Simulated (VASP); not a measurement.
Input of a VASP 6.6.1 run:

File POSCAR:

```
MgO
1.0
    2.9893504961      0.0000000000      0.0000000000
   -1.4946747393      2.5888536507      0.0000000000
    0.0000000000      0.0000000000      2.7264960793
Mg O
1 1
Direct
    0.0000000000      0.0000000000      0.0000000000
    0.3333333333      0.6666666667      0.5000000000
```

File INCAR.step1:

```
SYSTEM = MgO
ALGO = Normal
EDIFF = 1E-4
ENCUT = 520
GGA = PE
ISMEAR = 0
LASPH = .TRUE.
LCHARG = .FALSE.
LREAL = .FALSE.
LWAVE = .TRUE.
NBANDS = 11
NELM = 60
PREC = Accurate
SIGMA = 0.01
```

File INCAR.step2:

```
SYSTEM = MgO
ALGO = Normal
EDIFF = 1E-6
ENCUT = 520
ISIF = 2
ISMEAR = 0
ISTART = 1
LASPH = .TRUE.
LCHARG = .FALSE.
LMIXTAU = .TRUE.
LREAL = .FALSE.
LWAVE = .FALSE.
METAGGA = R2SCAN
NBANDS = 11
NELM = 60
PREC = Accurate
SIGMA = 0.01
```

The input KPOINTS:

```
k-points
0
G
  12 12 8
  0 0 0
```

Potentials or basis: VASP PAW PBE potentials, release 64 (Mg, O).

Run with:

```bash
$ cat potpaw_PBE.64/Mg/POTCAR potpaw_PBE.64/O/POTCAR > POTCAR
$ cp INCAR.step1 INCAR
$ mpirun -np 1 vasp_std > vasp.out
$ cp INCAR.step2 INCAR
$ mpirun -np 1 vasp_std > vasp.out
```

**Question.** Predict the pressure.

**Answer.** -12.4 GPa.

**Question.** Predict the band gap on the k mesh.

**Answer.** 3.37 eV, indirect (least direct gap 3.77 eV).

Stress tensor (GPa, compression positive):
```
-11.51   0.00   0.00
  0.00 -11.51   0.00
  0.00   0.00 -14.12
```

Caveat: the PAW data sets were made with another functional, which shifts forces and pressure a little. A k mesh can miss the band edges.
